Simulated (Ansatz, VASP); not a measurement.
## One calculation of Mn, two programs

INCAR

```
PREC = Accurate
ENCUT = 500
EDIFF = 1E-6
ISMEAR = 0
SIGMA = 0.1
LREAL = F
LASPH = T
NELM = 200
ALGO = Normal
ISIF = 2
LWAVE = F
LCHARG = F
ISPIN = 2
MAGMOM = 0.76
LORBIT = 11
LMAXMIX = 4
LDAU = T
LDAUTYPE = 2
LDAUL = 2
LDAUU = 3.5
LDAUJ = 0
LDAUPRINT = 1
GGA = PE
NBANDS = 16
GGA_COMPAT = F
```

KPOINTS

```
Automatic mesh
0
Gamma
  8 8 8
```

The input POSCAR:

```
Mn
1.0
   -1.3932737400      1.3932737400      1.3932737400
    1.3932737400     -1.3932737400      1.3932737400
    1.3932737400      1.3932737400     -1.3932737400
Mn
1
Direct
    0.0000000000      0.0000000000      0.0000000000
```

Input for Ansatz:

```yaml
crystal:
  lattice:
    - [-1.39327374, 1.39327374, 1.39327374]
    - [1.39327374, -1.39327374, 1.39327374]
    - [1.39327374, 1.39327374, -1.39327374]
  atoms:
    - { symbol: Mn, position: [0.0, 0.0, 0.0], spin: 0.76 }
basis:
  ecutwfc: 420
kpoints:
  mp_grid: { grid: [8, 8, 8] }
hamiltonian:
  xc: pbe
  hubbard: { sites: [{ species: Mn, l: d, u_eff: 3.5 }] }
scf:
  occupations: { method: gaussian, width: 0.1 }
  lower_state_search: "off"
output:
  forces: true
  stress: true
  eigenvalues: true
  populations: true
magnetization:
  spin_polarized: true
```

Alike in both runs: task single point; functional PBE; k mesh 8 × 8 × 8; occupations gaussian, width 0.1 eV; collinear spin; Hubbard terms Mn d U = 3.5 eV.

|  | VASP | Ansatz |
| --- | --- | --- |
| version | VASP 6.6.1 | Ansatz 0.2.0 |
| potentials or method | VASP PAW PBE potentials, release 64 (Mn_pv), cutoff 500 eV | scalar-relativistic, plane waves, PAW |
| valence electrons in the cell | 13 | 15 |

```tsv
	VASP	Ansatz	Ansatz less VASP
gap on the k mesh at the Fermi level (eV)	none	none	-
pressure (GPa)	7.0	89.6	+82.57
net moment per atom (μB)	1.01	3.62	+2.609
size of the moment on the site where the two differ most (μB)	1.04	3.45	+2.409
```

The net moments are unlike, so the other rows may belong to different states. Site moments also hang on the region over which each program counts them. The programs project onto different local orbitals, so the same U acts differently, and such runs can settle in different states. A gap of «none» marks a metal or a gap that the smearing closes. VASP's potentials hold 13 valence electrons a cell and Ansatz's 15, so a difference there can come from the potentials and not from the codes. Ansatz's warnings: filled band counts differ across k points.

The k mesh is coarse, so the values compare programs but aren't converged.
